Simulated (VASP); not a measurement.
# Al9H in VASP: further runs

The runs below take Al9H through relaxation of the atoms, single point, with PBE.

Everything below comes from runs of VASP 6.6.1. Logs are shortened: lines on timing, memory, paths and dates and some standing lists are left out, and cuts for length are marked.

**1. The cell of the first run**

The cell holds a slab with vacuum, 10 atoms: a = 2.854 Å, b = 2.854 Å, c = 34.261 Å, α = 90.00°, β = 90.00°, γ = 120.00°.

**2. Relaxation of the atoms, PBE**

INCAR

```
PREC     = Accurate       # precision mode
ENCUT    = 450            # plane-wave cutoff, eV
EDIFF    = 1E-7           # SCF threshold, eV
ISMEAR   = 0              # smearing method
SIGMA    = 0.1            # smearing width, eV
LREAL    = F              # projectors in reciprocal space
LASPH    = T              # aspherical terms in the spheres
NELM     = 120            # most SCF steps
ALGO     = Normal         # electronic algorithm
ISIF     = 2              # what is computed and relaxed
LWAVE    = F              # write WAVECAR
LCHARG   = F              # write CHGCAR
LDIPOL   = T            
IDIPOL   = 3            
DIPOL    = 0.5 0.5 0.420
GGA      = PE             # functional
IBRION   = 2              # ionic algorithm
NSW      = 50             # ionic steps
EDIFFG   = -0.025         # ionic threshold
GGA_COMPAT= F            
NELMIN   = 4            
NELMDL   = -8           
KPAR     = 4
```

KPOINTS

```
regular mesh
0
Gamma
  9 9 1
```

POSCAR

```
Al9H
1.0
    2.8535431556      0.0000000000      0.0000000000
   -1.4267715778      2.4712408635      0.0000000000
    0.0000000000      0.0000000000     34.2605580981
Al H
9 1
Selective dynamics
Direct
    0.3333333333      0.6666666667      0.1167523304  F F F
    0.0000000000      0.0000000000      0.1852090274  F F F
    0.6666666667      0.3333333333      0.2536657244  F F F
    0.0000000000      0.0000000000      0.3221224214  F F F
    0.3333333333      0.6666666667      0.3899858430  F F F
    0.0000000000      0.0000000000      0.4578168584  F F F
    0.6666666667      0.3333333333      0.5268325047  F F F
    0.0000000000      0.0000000000      0.5950901730  F F F
    0.3333333333      0.6666666667      0.6643370500  T T T
    0.5000000000      1.3333333333      0.6857675946  F F T
```

Potentials or basis: VASP PAW PBE potentials, release 64 (Al, H).

Command:

```sh
> cat potpaw_PBE.64/Al/POTCAR potpaw_PBE.64/H/POTCAR > POTCAR
> mpirun -np 4 vasp_std > vasp.out
```

OUTCAR:

```text
PREC = Accurate
   ENCUT = 450
   EDIFF = 1E-7
   ISMEAR = 0
   LREAL = F
   LASPH = T
   NELM = 120
   ISIF = 2
   GGA = PE
   IBRION = 2
   NSW = 50
   EDIFFG = -0.025
   NELMIN = 4
   NELMDL = -8

 ion  position               nearest neighbor table
   1  0.333  0.667  0.117-   2 2.87   2 2.87   2 2.87
   2  0.000  0.000  0.185-   1 2.87   3 2.87   1 2.87   3 2.87   3 2.87   1 2.87
   3  0.667  0.333  0.254-   2 2.87   4 2.87   2 2.87   4 2.87   2 2.87   4 2.87
   4  0.000  0.000  0.322-   5 2.85   5 2.85   5 2.85   3 2.87   3 2.87   3 2.87
   5  0.333  0.667  0.390-   6 2.85   6 2.85   6 2.85   4 2.85   4 2.85   4 2.85
   6  0.000  0.000  0.458-   5 2.85   5 2.85   5 2.85   7 2.88   7 2.88   7 2.88
   7  0.667  0.333  0.527-   8 2.86   8 2.86   8 2.86   6 2.88   6 2.88   6 2.88
   8  0.000  0.000  0.595-   7 2.86   7 2.86   7 2.86   9 2.89   9 2.89   9 2.89
   9  0.333  0.667  0.664-  10 1.46  10 1.87   8 2.89   8 2.89   8 2.89
  10  0.500  0.333  0.686-   9 1.46   9 1.87

  LATTYP: Found a hexagonal cell.
 ALAT       =     2.8535431556
 C/A-ratio  =    12.0063220459

  Lattice vectors:

 A1 = (   2.8535431556,   0.0000000000,   0.0000000000)
 A2 = (  -1.4267715778,   2.4712408635,   0.0000000000)
 A3 = (   0.0000000000,   0.0000000000,  34.2605580981)

Analysis of symmetry for initial positions (statically):
=====================================================================
 Subroutine PRICEL returns:
 Original cell was already a primitive cell.

 Routine SETGRP: Setting up the symmetry group for a
 hexagonal supercell.

 Subroutine GETGRP returns: Found  1 space group operations
 (whereof  1 operations were pure point group operations)
 out of a pool of 24 trial point group operations.

The static configuration has the point symmetry C_1 .

Analysis of symmetry for dynamics (positions and initial velocities):
=====================================================================
 Subroutine PRICEL returns:
 Original cell was already a primitive cell.

 Routine SETGRP: Setting up the symmetry group for a
 hexagonal supercell.

 Subroutine GETGRP returns: Found  1 space group operations
 (whereof  1 operations were pure point group operations)
 out of a pool of 24 trial point group operations.

The dynamic configuration has the point symmetry C_1 .

[... 173 lines left out ...]
  ext. energy  EPLUGINS =         0.00000000
  ---------------------------------------------------
  free energy    TOTEN  =       -35.39423679 eV

  energy without entropy =      -35.36950743  energy(sigma->0) =      -35.38187211

------------------------ aborting loop because EDIFF is reached ----------------------------------------

  FORCE on cell =-STRESS in cart. coord.  units (eV):
  Direction    XX          YY          ZZ          XY          YZ          ZX
  --------------------------------------------------------------------------------------
  -------------------------------------------------------------------------------------
  Total        2.1020283      1.5429932      0.7442362     -1.6575542     -1.0848802      1.5142812
  in kB       13.9397565     10.2324735      4.9354576    -10.9921938     -7.1944637     10.0420683
  external PRESSURE =       9.7025625 kB  Pullay stress =       0.0000000 kB
[... 113 lines left out ...]
  FREE ENERGIE OF THE ION-ELECTRON SYSTEM (eV)
  ---------------------------------------------------
  free  energy   TOTEN  =       -35.9117967800 eV

  energy  without entropy=      -35.8883083160  energy(sigma->0) =      -35.90005255

 dipolmoment           0.000000      0.000000      0.007955 electrons x Angstroem

[... ionic steps 4 to 9 ...]

--------------------------------------- Ionic step       10  -------------------------------------------

 number of electron      28.0000000 magnetization

------------------------ aborting loop because EDIFF is reached ----------------------------------------

 vacuum level on the upper side and lower side of the slab       (xc-potential included)        -0.045         0.028

  FORCE on cell =-STRESS in cart. coord.  units (eV):
  Direction    XX          YY          ZZ          XY          YZ          ZX
  --------------------------------------------------------------------------------------
  -------------------------------------------------------------------------------------
  Total        0.1030632     -0.3222544     -0.2863952      0.1240374     -0.1260323      0.4274302
  in kB        0.6834711     -2.1370540     -1.8992510      0.8225631     -0.8357922      2.8345353
  external PRESSURE =      -1.1176113 kB  Pullay stress =       0.0000000 kB
[... 75 lines left out ...]
--------------------------------------- Ionic step       12  -------------------------------------------

 number of electron      28.0000000 magnetization

 dipolmoment           0.000000      0.000000     -0.002354 electrons x Angstroem

 Free energy of the ion-electron system (eV)
  ---------------------------------------------------
  ext. energy  EPLUGINS =         0.00000000
  ---------------------------------------------------
  free energy    TOTEN  =       -35.92025981 eV

  energy without entropy =      -35.89588408  energy(sigma->0) =      -35.90807195

 E-fermi :   3.5728     XC(G=0):  -6.8670

 val. band max:        3.5321391803   @ k =  -0.3333   0.3333   0.0000
 cond. band min:       3.5841053302   @ k =   0.4444  -0.0000   0.0000
 fundamental gap:      0.0519661499
 Fermi energy:         3.5727989820

 k-point     1 :       0.0000    0.0000    0.0000
  band No.  band energies     occupation
      1      -7.6945      2.00000
      2      -7.5009      2.00000
      3      -7.1424      2.00000
      4      -6.6606      2.00000
      5      -6.0382      2.00000
      6      -5.2738      2.00000
[... 541 lines left out ...]
     19       5.4183      0.00000
     20       5.6606      0.00000

 [... further k-points ...]

------------------------ aborting loop because EDIFF is reached ----------------------------------------

 vacuum level on the upper side and lower side of the slab       (xc-potential included)        -0.048        -0.003

  FORCE on cell =-STRESS in cart. coord.  units (eV):
  Direction    XX          YY          ZZ          XY          YZ          ZX
  --------------------------------------------------------------------------------------
  -------------------------------------------------------------------------------------
  Total        0.0888364     -0.3374454     -0.2909197      0.1357150     -0.1229488      0.4237416
  in kB        0.5891250     -2.2377942     -1.9292552      0.9000039     -0.8153440      2.8100738
  external PRESSURE =      -1.1926415 kB  Pullay stress =       0.0000000 kB
[... 25 lines left out ...]
  FREE ENERGIE OF THE ION-ELECTRON SYSTEM (eV)
  ---------------------------------------------------
  free  energy   TOTEN  =       -35.9202598074 eV

  energy  without entropy=      -35.8958840846  energy(sigma->0) =      -35.90807195

 reached required accuracy - stopping structural energy minimisation

 vacuum level on the upper side and lower side of the slab         7.422         7.468
```

OSZICAR:

```text
N       E                     dE             d eps       ncg     rms          rms(c)
DAV:   1     0.671097811270E+02    0.67110E+02   -0.89614E+03  1640   0.954E+02
DAV:   2    -0.302873811846E+02   -0.97397E+02   -0.92185E+02  2132   0.155E+02
[... 193 lines left out ...]
DAV:   4    -0.359202631974E+02   -0.22980E-05   -0.57086E-05  2148   0.322E-02    0.670E-03
DAV:   5    -0.359202614009E+02    0.17966E-05   -0.46649E-05  2156   0.285E-02    0.531E-03
DAV:   6    -0.359202596185E+02    0.17824E-05   -0.10584E-05  2244   0.142E-02    0.204E-03
DAV:   7    -0.359202597347E+02   -0.11626E-06   -0.10833E-06  2092   0.539E-03    0.935E-04
DAV:   8    -0.359202598202E+02   -0.85495E-07   -0.15899E-06  1736   0.462E-03    0.854E-04
DAV:   9    -0.359202597785E+02    0.41749E-07   -0.10340E-06  1596   0.376E-03    0.375E-04
DAV:  10    -0.359202598074E+02   -0.28881E-07   -0.61044E-08  1188   0.131E-03
  12 F= -.35920260E+02 E0= -.35908072E+02  d E =-.128026E-03
```

CONTCAR:

```text
Al9H
   1.00000000000000
     2.8535431556000002    0.0000000000000000    0.0000000000000000
    -1.4267715778000001    2.4712408634999998    0.0000000000000000
     0.0000000000000000    0.0000000000000000   34.2605580980999989
  Al              H
     9     1
Selective dynamics
Direct
     0.3333333332999970    0.6666666667000030    0.1167523303999971   F   F   F
     0.0000000000000000    0.0000000000000000    0.1852090273999991   F   F   F
     0.6666666667000030    0.3333333332999970    0.2536657244000011   F   F   F
     0.0000000000000000    0.0000000000000000    0.3221224214000031   F   F   F
     0.3333333332999970    0.6666666667000030    0.3899858429999981   F   F   F
     0.0000000000000000    0.0000000000000000    0.4578168584000011   F   F   F
     0.6666666667000030    0.3333333332999970    0.5268325047000033   F   F   F
     0.0000000000000000    0.0000000000000000    0.5950901730000027   F   F   F
     0.3013338404828284    0.6995278460858864    0.6609951121943319   T   T   T
     0.5000000000000000    0.3333333332999970    0.6924679467087951   F   F   T

  0.00000000E+00  0.00000000E+00  0.00000000E+00
  0.00000000E+00  0.00000000E+00  0.00000000E+00
  0.00000000E+00  0.00000000E+00  0.00000000E+00
  0.00000000E+00  0.00000000E+00  0.00000000E+00
  0.00000000E+00  0.00000000E+00  0.00000000E+00
  0.00000000E+00  0.00000000E+00  0.00000000E+00
  0.00000000E+00  0.00000000E+00  0.00000000E+00
  0.00000000E+00  0.00000000E+00  0.00000000E+00
  0.00000000E+00  0.00000000E+00  0.00000000E+00
  0.00000000E+00  0.00000000E+00  0.00000000E+00
```

It took 6.1 min on 4 MPI ranks of Intel Xeon 6975P-C (Granite Rapids), shared host; peak memory 0.38 GiB.

What came out:

```yaml
Free_energy: -35.9203 eV
Energy_gained_by_relaxing: 52.6 meV/atom
Ionic_steps: 12
Band_gap_on_the_k_mesh: zero (bands 14 and 15 overlap by 3.78 eV)
```

The path:
```
step  energy change (eV)  largest force on free atoms (eV/Å)  pressure (GPa)
   1              0.0000                              3.7080            0.97
   2             -0.4936                              0.5797            0.21
   3             -0.5176                              0.2467            0.08
   4             -0.5193                              0.1043            0.10
   5             -0.5192                              0.1318            0.11
   6             -0.5202                              0.1233            0.09
   7             -0.5227                              0.0988            0.04
   8             -0.5255                              0.0510           -0.06
   9             -0.5235                              0.0811           -0.23
  10             -0.5259                              0.0445           -0.11
  11             -0.5260                              0.0345           -0.13
  12             -0.5260                              0.0127           -0.12
```

Final structure:
```cif
data_structure
_symmetry_space_group_name_H-M 'P 1'
_symmetry_Int_Tables_number 1
_cell_length_a 2.8535
_cell_length_b 2.8535
_cell_length_c 34.2606
_cell_angle_alpha 90.000
_cell_angle_beta 90.000
_cell_angle_gamma 120.000
_cell_volume 241.60
loop_
_atom_site_label
_atom_site_type_symbol
_atom_site_fract_x
_atom_site_fract_y
_atom_site_fract_z
_atom_site_occupancy
Al1 Al 0.33333 0.66667 0.11675 1
Al2 Al 0.00000 0.00000 0.18521 1
Al3 Al 0.66667 0.33333 0.25367 1
Al4 Al 0.00000 0.00000 0.32212 1
Al5 Al 0.33333 0.66667 0.38999 1
Al6 Al 0.00000 0.00000 0.45782 1
Al7 Al 0.66667 0.33333 0.52683 1
Al8 Al 0.00000 0.00000 0.59509 1
Al9 Al 0.30133 0.69953 0.66100 1
H1 H 0.50000 0.33333 0.69247 1
```

(Part 1 of 2 ends here.)
